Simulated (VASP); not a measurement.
# ZnCu (P4/mmm) in VASP: a series of runs, part 2 of 2

VASP 6.6.1.

## 3. Electric field gradients, PBEsol (equal xx and yy strain of -1 %)

INCAR reads:

```
PREC     = Accurate       # precision mode
ENCUT    = 520            # plane-wave cutoff, eV
EDIFF    = 1E-8           # SCF threshold, eV
ISMEAR   = -1             # smearing method
SIGMA    = 0.05           # smearing width, eV
LREAL    = False          # projectors in reciprocal space
LASPH    = True           # aspherical terms in the spheres
NELM     = 60             # most SCF steps
ALGO     = Normal         # electronic algorithm
ISIF     = 2              # what is computed and relaxed
LWAVE    = False          # write WAVECAR
LCHARG   = False          # write CHGCAR
GGA      = PS             # functional
LEFG     = True         
NBANDS   = 18             # bands
```

KPOINTS reads:

```
Automatic mesh
0
Gamma
  14 14 14
```

POSCAR reads:

```
ZnCu
1.0
    2.9155500000      0.0000000000      0.0000000000
    0.0000000000      2.9155500000      0.0000000000
    0.0000000000      0.0000000000      2.9450000000
Zn Cu
1 1
Direct
    0.5000000000      0.5000000000      0.5000000000
    0.0000000000      0.0000000000      0.0000000000
```

Potentials or basis: VASP PAW PBE potentials, release 64 (Zn, Cu).

Started as:

```sh
$ cat potpaw_PBE.64/Zn/POTCAR potpaw_PBE.64/Cu/POTCAR > POTCAR
$ mpirun -np 1 vasp_std > vasp.out
```

OUTCAR:

```text
PREC = Accurate
   ENCUT = 520
   EDIFF = 1E-8
   ISMEAR = -1
   LREAL = False
   LASPH = True
   NELM = 60
   ISIF = 2
   GGA = PS

 ion  position               nearest neighbor table
   1  0.500  0.500  0.500-   2 2.53   2 2.53   2 2.53   2 2.53   2 2.53   2 2.53   2 2.53   2 2.53

   2  0.000  0.000  0.000-   1 2.53   1 2.53   1 2.53   1 2.53   1 2.53   1 2.53   1 2.53   1 2.53

  LATTYP: Found a simple tetragonal cell.
 ALAT       =     2.9155500000
 C/A-ratio  =     1.0101010101

  Lattice vectors:

 A1 = (   2.9155500000,   0.0000000000,   0.0000000000)
 A2 = (   0.0000000000,   2.9155500000,   0.0000000000)
 A3 = (   0.0000000000,   0.0000000000,   2.9450000000)

Analysis of symmetry for initial positions (statically):
=====================================================================
 Subroutine PRICEL returns:
 Original cell was already a primitive cell.

 Routine SETGRP: Setting up the symmetry group for a
 simple tetragonal supercell.

 Subroutine GETGRP returns: Found 16 space group operations
 (whereof 16 operations were pure point group operations)
 out of a pool of 16 trial point group operations.

The static configuration has the point symmetry D_4h.

Analysis of symmetry for dynamics (positions and initial velocities):
=====================================================================
 Subroutine PRICEL returns:
 Original cell was already a primitive cell.

 Routine SETGRP: Setting up the symmetry group for a
 simple tetragonal supercell.

 Subroutine GETGRP returns: Found 16 space group operations
 (whereof 16 operations were pure point group operations)
[... 159 lines left out ...]
      1      -4.9671      2.00000
      2      -2.3354      2.00000
      3      -2.3311      2.00000
      4      -1.6055      2.00000
      5      -1.6055      2.00000
      6      -1.5913      2.00000
[... 481 lines left out ...]
      5      -1.6618      2.00000
      6      -1.1594      2.00000
[... 10 lines left out ...]
     17      21.3892      0.00000
     18      22.3105      0.00000

 [... further k-points ...]

------------------------ aborting loop because EDIFF is reached ----------------------------------------

  FORCE on cell =-STRESS in cart. coord.  units (eV):
  Direction    XX          YY          ZZ          XY          YZ          ZX
  --------------------------------------------------------------------------------------
  -------------------------------------------------------------------------------------
  Total       -0.2282623     -0.2282623     -0.3204536      0.0000000      0.0000000      0.0000000
  in kB      -14.6089356    -14.6089356    -20.5092314      0.0000000      0.0000000      0.0000000
  external PRESSURE =     -16.5757009 kB  Pullay stress =       0.0000000 kB

 VOLUME and BASIS-vectors are now :
 -----------------------------------------------------------------------------
  energy-cutoff  :      520.00
  volume of cell :       25.03
      direct lattice vectors                 reciprocal lattice vectors
     2.915550000  0.000000000  0.000000000     0.342988458  0.000000000  0.000000000
     0.000000000  2.915550000  0.000000000     0.000000000  0.342988458  0.000000000
     0.000000000  0.000000000  2.945000000     0.000000000  0.000000000  0.339558574

 POSITION                                       TOTAL-FORCE (eV/Angst)
 -----------------------------------------------------------------------------------
      1.45778      1.45778      1.47250         0.000000      0.000000      0.000000
      0.00000      0.00000      0.00000         0.000000      0.000000      0.000000
 -----------------------------------------------------------------------------------
    total drift:                                0.000000      0.000000     -0.000000

  FREE ENERGIE OF THE ION-ELECTRON SYSTEM (eV)
  ---------------------------------------------------
  free  energy   TOTEN  =        -6.0982731194 eV

  energy  without entropy=       -6.0952682603  energy(sigma->0) =       -6.09677069

 Electric field gradients (V/A^2)
---------------------------------------------------------------------
 ion       V_xx      V_yy      V_zz      V_xy      V_xz      V_yz
---------------------------------------------------------------------
   1      -0.626    -0.626     1.252     0.000    -0.000    -0.000
   2      -1.134    -1.134     2.268     0.000    -0.000    -0.000
---------------------------------------------------------------------

 Electric field gradients after diagonalization (V/A^2)
 (convention: |V_zz| > |V_xx| > |V_yy|)
----------------------------------------------------------------------
 ion       V_xx      V_yy      V_zz     asymmetry (V_yy - V_xx)/ V_zz
----------------------------------------------------------------------
   1      -0.626    -0.626     1.252       0.000
   2      -1.134    -1.134     2.268       0.000
----------------------------------------------------------------------

           NMR quadrupolar parameters

 Cq : quadrupolar parameter    Cq=e*Q*V_zz/h
 eta: asymmetry parameters     (V_yy - V_xx)/ V_zz
 Q  : nuclear electric quadrupole moment in mb (millibarn)
----------------------------------------------------------------------
 ion       Cq(MHz)       eta       Q (mb)
----------------------------------------------------------------------
   1       0.003       0.000       1.000
   2       0.005       0.000       1.000
----------------------------------------------------------------------
```

stdout:

```text
POSCAR found type information on POSCAR ZnCu
 POSCAR found :  2 types and       2 ions
 scaLAPACK will be used
 -----------------------------------------------------------------------------
|                                                                             |
|                                                                             |
|     You enforced a specific xc type in the INCAR file but a different       |
|     I HOPE YOU KNOW WHAT YOU ARE DOING!                                     |
|                                                                             |
 -----------------------------------------------------------------------------

 LDA part: xc-table for (Slater+PW92), standard interpolation
 POSCAR, INCAR and KPOINTS ok, starting setup
 FFT: planning ... GRIDC
 FFT: planning ... GRID_SOFT
 FFT: planning ... GRID
 WAVECAR not read
 entering main loop
ion   1

ion   2
```

Wall time 3.8 min (1 thread of Intel Xeon 8259CL, shared host); peak memory 0.25 GiB.

What came out:

| Property | Result |
| --- | --- |
| Free energy | -6.0983 eV |
| Pressure | -1.7 GPa |
| Band gap on the k mesh | zero (an odd number of electrons rules out a gap without spin polarisation) |
| Largest electric field gradient by atom | Zn +1.3; Cu +2.3 V/Å² |

Levels at points of the mesh, in eV from the Fermi level:
```csv
k point,band 10,band 11,band 12,band 13,band 14,band 15
"(0.00, 0.00, 0.00)",-2.78,-2.77,6.02,6.37,6.37,11.26
"(0.50, 0.00, 0.00)",-3.33,-2.86,-2.01,11.66,11.99,12.27
"(0.50, 0.50, 0.00)",-2.51,-1.94,-1.94,1.89,2.23,13.92
"(0.00, 0.00, 0.50)",-3.33,-2.84,-2.08,11.89,11.89,12.52
"(0.50, 0.00, 0.50)",-2.53,-2.02,-2.00,1.80,2.12,14.18
"(0.50, 0.50, 0.50)",-2.50,3.96,4.35,4.35,4.39,4.53
```

Electric field gradients, principal values (V/Å²):
| atom | least | middle | greatest (by size) |
| --- | --- | --- | --- |
| 1 Zn | -0.626 | -0.626 | 1.252 |
| 2 Cu | -1.134 | -1.134 | 2.268 |

Caveat: the cell differs from its parent crystal (equal xx and yy strain of -1 %); without QUAD_EFG the Cq values of the log hold for a quadrupole moment of 1 mb, not for the nuclei; the PAW data sets were made with another functional, which shifts forces and pressure a little.
